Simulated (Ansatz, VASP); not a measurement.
HfS2 in VASP and in Ansatz

File POSCAR:

```
HfS2
1.0
    3.6603760808      0.0000000000      0.0000000000
   -1.8301880404      3.1699786734      0.0000000000
    0.0000000000      0.0000000000      5.9274995481
Hf S
1 2
Direct
    0.0000000000      0.0000000000      0.0000000000
    0.6666666667      0.3333333333      0.7593748374
    0.3333333333      0.6666666667      0.2406251626
```

INCAR.step1

```
SYSTEM = HfS2
PREC = Accurate ; ENCUT = 400
EDIFF = 1E-5 ; ISMEAR = 0
SIGMA = 0.01 ; LREAL = .False.
LASPH = .True. ; NELM = 120
ALGO = Normal ; ISIF = 2
LWAVE = .True. ; LCHARG = .False.
GGA = PE ; NBANDS = 18
GGA_COMPAT = .False.
```

The input INCAR.step2:

```
SYSTEM = HfS2
PREC = Accurate ; ENCUT = 400
EDIFF = 1E-6 ; ISMEAR = 0
SIGMA = 0.01 ; LREAL = .False.
LASPH = .True. ; NELM = 120
ALGO = Normal ; ISIF = 2
LWAVE = .False. ; LCHARG = .False.
GGA = PE ; LHFCALC = .True.
HFSCREEN = 0.2079 ; PRECFOCK = Normal
ISTART = 1 ; NBANDS = 18
GGA_COMPAT = .False.
```

Contents of KPOINTS:

```
Automatic mesh
0
Gamma
  6 6 4
  0 0 0
```

Input for Ansatz:

```yaml
crystal:
  lattice:
    - [3.6603760808, 0.0, 0.0]
    - [-1.8301880404, 3.1699786734, 0.0]
    - [0.0, 0.0, 5.9274995481]
  atoms:
    - { symbol: Hf, position: [0.0, 0.0, 0.0] }
    - { symbol: S, position: [0.6666666667, 0.3333333333, 0.7593748374] }
    - { symbol: S, position: [0.3333333333, 0.6666666667, 0.2406251626] }
kpoints:
  mp_grid: { grid: [6, 6, 4] }
  band_path:
    path:
      - [0.0, 0.0, 0.0]
      - [0.5, 0.0, 0.0]
      - [0.3333333333, 0.3333333333, 0.0]
      - [0.0, 0.0, 0.5]
      - [0.5, 0.0, 0.5]
      - [0.3333333333, 0.3333333333, 0.5]
      - [0.0, 0.25, 0.25]
      - [-0.109375, 0.052083, 0.0]
      - [0.0, 0.5, 0.5]
    npoints: 1
hamiltonian:
  xc: hse06
scf:
  occupations: { method: fixed }
  n_extra_bands: 4
output:
  forces: true
  stress: true
  eigenvalues: true
  write_density: true
  write_potential: true
  elf: true
  volumetric_format: npy
```

Change from the starting cell: hydrostatic strain +0.8%.

Alike in both runs: task single point; functional HSE06; k mesh 6 × 6 × 4; no spin polarisation.

|  | VASP | Ansatz |
| --- | --- | --- |
| version | VASP 6.6.1 | Ansatz 0.2.0 |
| potentials or method | VASP PAW PBE potentials, release 64 (Hf_pv, S) | plane waves, PAW |
| plane-wave cutoff (eV) | 400 | 420 |
| occupations | gaussian, width 0.01 eV | fixed |
| valence electrons in the cell | 22 | 38 |

```csv
,VASP,Ansatz,Ansatz less VASP
gap on the k mesh at the Fermi level (eV),1.96,1.98,+0.023
pressure (GPa),-1.2,0.1,+1.29
"traceless stress, the component that is largest in VASP (GPa)",1.19,0.92,-0.275
rms of the force components (eV/Å),0.094,0.029,-0.0654
```

Atom by atom the forces differ by 0.065 eV/Å (rms over components). VASP's potentials hold 22 valence electrons a cell and Ansatz's 38, so a difference there can come from the potentials and not from the codes. Ansatz's warnings: stress exchange threshold loose, stress scf threshold loose.

Neither program's run includes spin-orbit coupling.
